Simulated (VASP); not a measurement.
# RuS in VASP: notebook, part 2 of 2

VASP 6.6.1. Earlier steps stand in the parts before.

### 3 Single point, r2SCAN (15.27 Å³/atom)

This run uses another cell than the first one, of 15.27 Å³/atom.

Input file POSCAR:

```
RuS
1.0
    0.0000000000      2.4808648776      2.4808648776
    2.4808648776      0.0000000000      2.4808648776
    2.4808648776      2.4808648776      0.0000000000
Ru S
1 1
Direct
    0.5000000000      0.5000000000      0.5000000000
    0.0000000000      0.0000000000      0.0000000000
```

Input file INCAR.step1:

```
PREC = Accurate ; ENCUT = 520
ISMEAR = 0 ; SIGMA = 0.05
LREAL = False ; LASPH = True
NELM = 100 ; NBANDS = 17
GGA = PE ; ALGO = Normal
EDIFF = 1E-4 ; LWAVE = True
LCHARG = False
```

Input file INCAR.step2:

```
PREC = Accurate ; ENCUT = 520
EDIFF = 1E-6 ; ISMEAR = 0
SIGMA = 0.05 ; LREAL = False
LASPH = True ; NELM = 100
ALGO = Normal ; ISIF = 2
LWAVE = False ; LCHARG = False
METAGGA = R2SCAN ; LMIXTAU = True
NBANDS = 17 ; ISTART = 1
```

Input file KPOINTS:

```
regular mesh
0
Gamma
  12 12 12
```

Potentials or basis: VASP PAW PBE potentials, release 64 (Ru_pv, S).

Launch:

```bash
> cat potpaw_PBE.64/Ru_pv/POTCAR potpaw_PBE.64/S/POTCAR > POTCAR
> cp INCAR.step1 INCAR
> mpirun -np 1 vasp_std > vasp.out
> cp INCAR.step2 INCAR
> mpirun -np 1 vasp_std > vasp.out
```

OUTCAR:

```text
PREC = Accurate
   ENCUT = 520
   EDIFF = 1E-6
   ISMEAR = 0
   LREAL = False
   LASPH = True
   NELM = 100
   ISIF = 2
   METAGGA = R2SCAN
   ISTART = 1

 ion  position               nearest neighbor table
   1  0.500  0.500  0.500-   2 2.48   2 2.48   2 2.48   2 2.48   2 2.48   2 2.48
   2  0.000  0.000  0.000-   1 2.48   1 2.48   1 2.48   1 2.48   1 2.48   1 2.48

  LATTYP: Found a face centered cubic cell.
 ALAT       =     4.9617297552

  Lattice vectors:

 A1 = (   0.0000000000,   2.4808648776,   2.4808648776)
 A2 = (   2.4808648776,   0.0000000000,   2.4808648776)
 A3 = (   2.4808648776,   2.4808648776,   0.0000000000)

Analysis of symmetry for initial positions (statically):
=====================================================================
 Subroutine PRICEL returns:
 Original cell was already a primitive cell.

 Routine SETGRP: Setting up the symmetry group for a
 face centered cubic supercell.

 Subroutine GETGRP returns: Found 48 space group operations
 (whereof 48 operations were pure point group operations)
 out of a pool of 48 trial point group operations.

[... 157 lines left out ...]
  ext. energy  EPLUGINS =         0.00000000
  ---------------------------------------------------
  free energy    TOTEN  =       -32.94895026 eV

  energy without entropy =      -32.94214800  energy(sigma->0) =      -32.94554913

 E-fermi :   9.5587     XC(G=0): -12.8999

 val. band max:        9.5479429939   @ k =  -0.4167   0.0833   0.0000
 cond. band min:       9.5852185516   @ k =   0.3333   0.2500   0.0833
 fundamental gap:      0.0372755578
 Fermi energy:         9.5587127973

 k-point     1 :       0.0000    0.0000    0.0000
  band No.  band energies     occupation
      1     -33.9300      2.00000
      2     -33.9300      2.00000
      3     -33.9300      2.00000
      4      -6.5456      2.00000
      5       7.2589      2.00000
      6       7.2589      2.00000
[... 457 lines left out ...]
      4      -4.7837      2.00000
      5       2.1001      2.00000
      6       3.8915      2.00000
[... 9 lines left out ...]
     16      19.9083      0.00000
     17      20.4680      0.00000

 [... further k-points ...]
[... 5 lines left out ...]
  --------------------------------------------------------------------------------------
  -------------------------------------------------------------------------------------
  Total       -1.1308927     -1.1308927     -1.1308927     -0.0000000     -0.0000000     -0.0000000
  in kB      -59.3325019    -59.3325019    -59.3325019     -0.0000000     -0.0000000     -0.0000000
  external PRESSURE =     -59.3325019 kB  Pullay stress =       0.0000000 kB

 VOLUME and BASIS-vectors are now :
 -----------------------------------------------------------------------------
  energy-cutoff  :      520.00
  volume of cell :       30.54
      direct lattice vectors                 reciprocal lattice vectors
     0.000000000  2.480864878  2.480864878    -0.201542617  0.201542617  0.201542617
     2.480864878  0.000000000  2.480864878     0.201542617 -0.201542617  0.201542617
     2.480864878  2.480864878  0.000000000     0.201542617  0.201542617 -0.201542617

 POSITION                                       TOTAL-FORCE (eV/Angst)
 -----------------------------------------------------------------------------------
      2.48086      2.48086      2.48086         0.000000      0.000000      0.000000
      0.00000      0.00000      0.00000        -0.000000     -0.000000     -0.000000
 -----------------------------------------------------------------------------------
    total drift:                                0.000000      0.000000      0.000000

  FREE ENERGIE OF THE ION-ELECTRON SYSTEM (eV)
  ---------------------------------------------------
  free  energy   TOTEN  =       -32.9489502620 eV

  energy  without entropy=      -32.9421480013  energy(sigma->0) =      -32.94554913
```

OUTCAR.step1:

```text
PREC = Accurate
   ENCUT = 520
   ISMEAR = 0
   LREAL = False
   LASPH = True
[... 702 lines left out ...]
      2.48086      2.48086      2.48086        -0.000000      0.000000      0.000000
      0.00000      0.00000      0.00000         0.000000     -0.000000     -0.000000
 -----------------------------------------------------------------------------------
    total drift:                                0.000000      0.000000      0.000000

  FREE ENERGIE OF THE ION-ELECTRON SYSTEM (eV)
  ---------------------------------------------------
  free  energy   TOTEN  =       -12.6322226951 eV

  energy  without entropy=      -12.6222249249  energy(sigma->0) =      -12.62722381
```

Run time: 3 min. Hardware: 1 thread of Intel Xeon Platinum 8259CL at 2.50GHz (Skylake/Cascade Lake), shared host; peak memory 0.19 GiB.

Results:

* Free energy: -32.9490 eV
* Pressure: -5.9 GPa
* Band gap on the k mesh: zero (bands 10 and 11 overlap by 2.06 eV)

Caveat: the cell stands under tension; the PAW data sets were made with another functional, which shifts forces and pressure a little.

### 4 Single point, r2SCAN (15.71 Å³/atom)

This run uses another cell than the first one, of 15.71 Å³/atom.

Input file POSCAR:

```
RuS
1.0
    0.0000000000      2.5044935842      2.5044935842
    2.5044935842      0.0000000000      2.5044935842
    2.5044935842      2.5044935842      0.0000000000
Ru S
1 1
Direct
    0.5000000000      0.5000000000      0.5000000000
    0.0000000000      0.0000000000      0.0000000000
```

Input file INCAR.step1:

```
SYSTEM = RuS
PREC     = Accurate       ! precision mode
ENCUT    = 520            ! plane-wave cutoff, eV
ISMEAR   = 0              ! smearing method
SIGMA    = 0.05           ! smearing width, eV
LREAL    = .FALSE.        ! projectors in reciprocal space
LASPH    = .TRUE.         ! aspherical terms in the spheres
NELM     = 80             ! most SCF steps
NBANDS   = 17             ! bands
GGA      = PE             ! functional
ALGO     = Normal         ! electronic algorithm
EDIFF    = 1E-4           ! SCF threshold, eV
LWAVE    = .TRUE.         ! write WAVECAR
LCHARG   = .FALSE.        ! write CHGCAR
```

Input file INCAR.step2:

```
SYSTEM = RuS
PREC     = Accurate       ! precision mode
ENCUT    = 520            ! plane-wave cutoff, eV
EDIFF    = 1E-7           ! SCF threshold, eV
ISMEAR   = 0              ! smearing method
SIGMA    = 0.05           ! smearing width, eV
LREAL    = .FALSE.        ! projectors in reciprocal space
LASPH    = .TRUE.         ! aspherical terms in the spheres
NELM     = 80             ! most SCF steps
ALGO     = Normal         ! electronic algorithm
ISIF     = 2              ! what is computed and relaxed
LWAVE    = .FALSE.        ! write WAVECAR
LCHARG   = .FALSE.        ! write CHGCAR
METAGGA  = R2SCAN         ! meta-GGA
LMIXTAU  = .TRUE.       
NBANDS   = 17             ! bands
ISTART   = 1
```

Input file KPOINTS:

```
Automatic mesh
0
G
  12 12 12
  0 0 0
```

Launch:

```bash
> cat potpaw_PBE.64/Ru_pv/POTCAR potpaw_PBE.64/S/POTCAR > POTCAR
> cp INCAR.step1 INCAR
> mpirun -np 1 vasp_std > vasp.out
> cp INCAR.step2 INCAR
> mpirun -np 1 vasp_std > vasp.out
```

Wall time 3.5 min (1 thread of Intel Xeon Platinum 8259CL at 2.50GHz (Skylake/Cascade Lake), shared host); peak memory 0.19 GiB.

Results (log left out):

- Free energy: -32.9059 eV
- Pressure: -9.8 GPa
- Band gap on the k mesh: zero (bands 10 and 11 overlap by 1.92 eV)

Levels at points of the mesh, in eV from the Fermi level:
```csv
k point,band 8,band 9,band 10,band 11,band 12,band 13
"(0.00, 0.00, 0.00)",-2.10,-2.10,-2.10,-1.82,-1.82,4.55
"(0.50, 0.00, 0.00)",-0.60,-0.60,0.10,4.14,4.14,4.22
"(0.50, 0.50, 0.00)",-3.47,-1.10,-0.17,-0.17,1.07,3.57
```

Caveat: the cell stands under tension; the PAW data sets were made with another functional, which shifts forces and pressure a little.

### 5 Single point, r2SCAN (atom 1 (Ru) moved 0.08 Å along x)

Input file POSCAR:

```
RuS
1.0
    0.0000000000      2.4486422060      2.4486422060
    2.4486422060      0.0000000000      2.4486422060
    2.4486422060      2.4486422060      0.0000000000
Ru S
1 1
Direct
    0.4836644162      0.5163355838      0.5163355838
    0.0000000000      0.0000000000      0.0000000000
```

Input file INCAR.step1:

```
PREC = Accurate
ENCUT = 520
ISMEAR = 0
SIGMA = 0.05
LREAL = F
LASPH = T
NELM = 60
NBANDS = 17
GGA = PE
ALGO = Normal
EDIFF = 1E-4
LWAVE = T
LCHARG = F
```

Input file INCAR.step2:

```
PREC = Accurate
ENCUT = 520
EDIFF = 1E-7
ISMEAR = 0
SIGMA = 0.05
LREAL = F
LASPH = T
NELM = 60
ALGO = Normal
ISIF = 2
LWAVE = F
LCHARG = F
METAGGA = R2SCAN
LMIXTAU = T
NBANDS = 17
ISTART = 1
```

Input file KPOINTS:

```
Automatic mesh
0
Gamma
  12 12 12
```

Launch:

```bash
> cat potpaw_PBE.64/Ru_pv/POTCAR potpaw_PBE.64/S/POTCAR > POTCAR
> cp INCAR.step1 INCAR
> mpirun -np 1 vasp_std > vasp.out
> cp INCAR.step2 INCAR
> mpirun -np 1 vasp_std > vasp.out
```

It took 7.2 min on 1 thread of Intel Xeon Platinum 8259CL at 2.50GHz (Skylake/Cascade Lake), shared host; peak memory 0.23 GiB.

Results (log left out):

```
Free energy            : -33.0095 eV
Pressure               : 0.4 GPa
Largest force          : 0.880 eV/Å
Band gap on the k mesh : zero (bands 10 and 11 overlap by 2.06 eV)
```

Forces in eV/Å, atoms in the order of the input:
```
Ru   0.880  0.000  0.000
S   -0.880  0.000  0.000
```

Stress tensor (GPa, compression positive):
```
 1.69  0.00  0.00
 0.00 -0.21  0.00
 0.00  0.00 -0.21
```

Levels at points of the mesh, in eV from the Fermi level:
| k point | band 7 | band 8 | band 9 | band 10 | band 11 | band 12 | band 13 | band 14 |
| --- | --- | --- | --- | --- | --- | --- | --- | --- |
| (0.00, 0.00, 0.00) | -2.76 | -2.47 | -2.11 | -1.91 | -1.91 | -1.54 | 5.15 | 10.31 |
| (0.50, 0.00, 0.00) | -5.95 | -0.69 | -0.69 | 0.12 | 3.88 | 4.52 | 4.82 | 7.56 |
| (0.50, 0.50, 0.00) | -3.86 | -3.43 | -1.25 | -0.20 | -0.19 | 1.22 | 3.79 | 10.30 |
| (0.00, 0.50, 0.50) | -3.81 | -3.81 | -1.30 | -0.20 | -0.20 | 1.16 | 3.83 | 10.31 |

Caveat: the cell differs from its parent crystal (atom 1 (Ru) moved 0.08 Å along x); an empty level that is flat over the whole mesh can mark a ghost state of the potentials, or a narrow d or f band; the PAW data sets were made with another functional, which shifts forces and pressure a little.

### 6 Single point, r2SCAN

This run uses another cell than the first one, of 14.83 Å³/atom.

Input file POSCAR:

```
RuS
1.0
    0.0000000000      2.4486422060      2.4486422060
    2.4731286281      0.0000000000      2.4486422060
    2.4731286281      2.4486422060      0.0000000000
Ru S
1 1
Direct
    0.5000000000      0.5000000000      0.5000000000
    0.0000000000      0.0000000000      0.0000000000
```

Input file INCAR.step1:

```
  PREC = Accurate
  ENCUT = 520
  ISMEAR = 0
  SIGMA = 0.05
  LREAL = F
  LASPH = T
  NELM = 100
  NBANDS = 17
  GGA = PE
  ALGO = Normal
  EDIFF = 1E-4
  LWAVE = T
  LCHARG = F
```

Input file INCAR.step2:

```
  PREC = Accurate
  ENCUT = 520
  EDIFF = 1E-7
  ISMEAR = 0
  SIGMA = 0.05
  LREAL = F
  LASPH = T
  NELM = 100
  ALGO = Normal
  ISIF = 2
  LWAVE = F
  LCHARG = T
  METAGGA = R2SCAN
  LMIXTAU = T
  LELF = T
  LVHAR = T
  NBANDS = 17
  ISTART = 1
```

Input file KPOINTS:

```
regular mesh
0
Gamma
  12 12 12
```

Potentials or basis: VASP PAW PBE potentials, release 64 (Ru_pv, S).

Launch:

```bash
> cat potpaw_PBE.64/Ru_pv/POTCAR potpaw_PBE.64/S/POTCAR > POTCAR
> cp INCAR.step1 INCAR
> mpirun -np 1 vasp_std > vasp.out
> cp INCAR.step2 INCAR
> mpirun -np 1 vasp_std > vasp.out
```

Wall time 7.3 min (1 thread of Intel Xeon Platinum 8259CL at 2.50GHz (Skylake/Cascade Lake), shared host); peak memory 0.23 GiB.

The run converged. Its results:

| Quantity | Value |
| --- | --- |
| Free energy | -32.9683 eV |
| Pressure | -1.4 GPa |
| Band gap on the k mesh | zero (bands 10 and 11 overlap by 2.24 eV) |

Stress tensor (GPa, compression positive):
```
-2.20  0.00  0.00
 0.00 -0.96  0.00
 0.00  0.00 -0.96
```

Levels at points of the mesh, in eV from the Fermi level:
```tsv
k point	band 8	band 9	band 10	band 11	band 12	band 13
(0.00, 0.00, 0.00)	-2.19	-2.19	-2.19	-2.08	-2.08	5.07
(0.50, 0.00, 0.00)	-0.68	-0.66	0.12	4.15	4.42	4.56
(0.50, 0.50, 0.00)	-3.77	-1.27	-0.21	-0.18	1.19	3.75
(0.00, 0.50, 0.50)	-3.74	-1.32	-0.19	-0.19	1.17	3.81
```

Caveat: the PAW data sets were made with another functional, which shifts forces and pressure a little.

### 7 The runs side by side

| cell | gap on the mesh (eV) | pressure (GPa) |
| --- | --- | --- |
| a = 3.486 Å, angles 60.0°, 2 atoms, atomic positions A | none | -3.0 |
| a = 3.508 Å, angles 60.0°, 2 atoms, atomic positions A | none | -5.9 |
| a = 3.542 Å, angles 60.0°, 2 atoms, atomic positions A | none | -9.8 |
| a = 3.463 Å, angles 60.0°, 2 atoms, atomic positions B | none | 0.4 |
| a = 3.463, b = 3.480, c = 3.480 Å, angles 59.7, 60.2, 60.2°, 2 atoms, atomic positions A | none | -1.4 |

Alike in all rows: task single point; level r2SCAN; potentials or basis VASP PAW PBE potentials, release 64 (Ru_pv, S); no spin polarisation; k mesh 12 × 12 × 12; cutoff (eV) 520; smearing gaussian 0.05 eV.

Caveats: the PAW data sets were made with another functional, which shifts forces and pressure a little; the cell stands under tension (at least some runs); an empty level that is flat over the whole mesh can mark a ghost state of the potentials, or a narrow d or f band (at least some runs).

Total energies depend on the potentials used, so only differences within one code and one set of settings carry meaning.

The gap in the log of VASP goes by the Fermi energy; the results here count the filled bands.